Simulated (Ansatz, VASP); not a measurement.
# NaCl in VASP and in Ansatz

The input POSCAR:

```
NaCl
1.0
    0.0000000000      2.8027319622      2.8027319622
    2.8027319622      0.0000000000      2.8027319622
    2.8027319622      2.8027319622      0.0000000000
Na Cl
1 1
Direct
    0.0000000000      0.0000000000      0.0000000000
    0.5000000000      0.5000000000      0.5000000000
```

File INCAR.step1:

```
SYSTEM = NaCl
PREC = Accurate
ENCUT = 520
ISMEAR = 0
SIGMA = 0.01
LREAL = .False.
LASPH = .True.
NELM = 80
NBANDS = 14
GGA = PE
ALGO = Normal
EDIFF = 1E-4
LWAVE = .True.
LCHARG = .False.
```

Contents of INCAR.step2:

```
SYSTEM = NaCl
PREC = Accurate
ENCUT = 520
EDIFF = 1E-7
ISMEAR = 0
SIGMA = 0.01
LREAL = .False.
LASPH = .True.
NELM = 80
ALGO = Normal
ISIF = 2
LWAVE = .False.
LCHARG = .False.
METAGGA = R2SCAN
LMIXTAU = .True.
NBANDS = 14
ISTART = 1
```

The input KPOINTS:

```
Automatic mesh
0
Gamma
  8 8 8
  0 0 0
```

Input for Ansatz:

```yaml
crystal:
  lattice:
    - [0.0, 2.8027319622, 2.8027319622]
    - [2.8027319622, 0.0, 2.8027319622]
    - [2.8027319622, 2.8027319622, 0.0]
  atoms:
    - { symbol: Na, position: [0.0, 0.0, 0.0] }
    - { symbol: Cl, position: [0.5, 0.5, 0.5] }
kpoints:
  mp_grid: { grid: [8, 8, 8] }
  band_path:
    path:
      - [0.0, 0.0, 0.0]
      - [0.5, 0.0, 0.5]
      - [0.625, 0.25, 0.625]
      - [0.375, 0.375, 0.75]
      - [0.5, 0.5, 0.5]
      - [0.5, 0.25, 0.75]
    npoints: 1
hamiltonian:
  xc: r2scan
scf:
  occupations: { method: fixed }
  n_extra_bands: 4
output:
  forces: true
  stress: true
  eigenvalues: true
```

Alike in both runs: task single point; functional r2SCAN; k mesh 8 × 8 × 8; no spin polarisation.

|  | VASP | Ansatz |
| --- | --- | --- |
| version | VASP 6.6.1 | Ansatz 0.2.0 |
| potentials or method | VASP PAW PBE potentials, release 64 (Na_pv, Cl) | plane waves, PAW |
| plane-wave cutoff (eV) | 520 | 500 |
| occupations | gaussian, width 0.01 eV | fixed |
| valence electrons in the cell | 14 | 16 |

```csv
,VASP,Ansatz,Ansatz less VASP
gap on the k mesh at the Fermi level (eV),6.00,5.98,-0.023
pressure (GPa),-0.2,0.0,+0.19
```

VASP's potentials were made for PBE, not for r2SCAN. VASP's potentials hold 14 valence electrons a cell and Ansatz's 16, so a difference there can come from the potentials and not from the codes.
